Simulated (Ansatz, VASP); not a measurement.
## Two plane-wave programs on RbAg2SnSe4

```
Rb Sn Ag Se
1.0
    -3.62844    3.63057    4.45425
     3.62844   -3.63057    4.45425
     3.62844    3.63057   -4.45425
Rb Sn Ag Se
1 1 2 4
Direct
  0.00000 0.00000 0.00000
  0.50000 0.50000 0.00000
  0.74977 0.24977 0.50000
  0.25023 0.75023 0.50000
  0.52831 0.52835 0.40393
  0.12442 0.12438 0.59607
  0.47169 0.87562 0.00005
  0.87558 0.47165 0.99995
```

Alike in both runs: functional PBE; k mesh 4 × 4 × 4; no spin polarisation.

Ansatz relaxed the structure, and its values are those at the end. VASP's run is a single point on that final structure, the one shown.

```csv
,VASP,Ansatz
version,VASP 6.6.1,Ansatz 0.2.0
potentials or method,"VASP PAW PBE potentials, release 64 (Rb_sv, Sn_d, Ag, Se), cutoff 520 eV",PAW plane waves
occupations,"methfessel-paxton of order 1, width 0.0158 eV","cold, width 0.0158 eV"
valence electrons in the cell,69,125
```

|  | VASP | Ansatz | Ansatz less VASP |
| --- | --- | --- | --- |
| gap on the k mesh at the Fermi level (eV) | none | none | - |
| pressure (GPa) | 0.0 | 0.0 | -0.02 |
| rms of the force components (eV/Å) | 0.003 | 0.001 | -0.0022 |

A gap of «none» marks a metal or a gap that the smearing closes. VASP's potentials hold 69 valence electrons a cell and Ansatz's 125, so a difference there can come from the potentials and not from the codes.
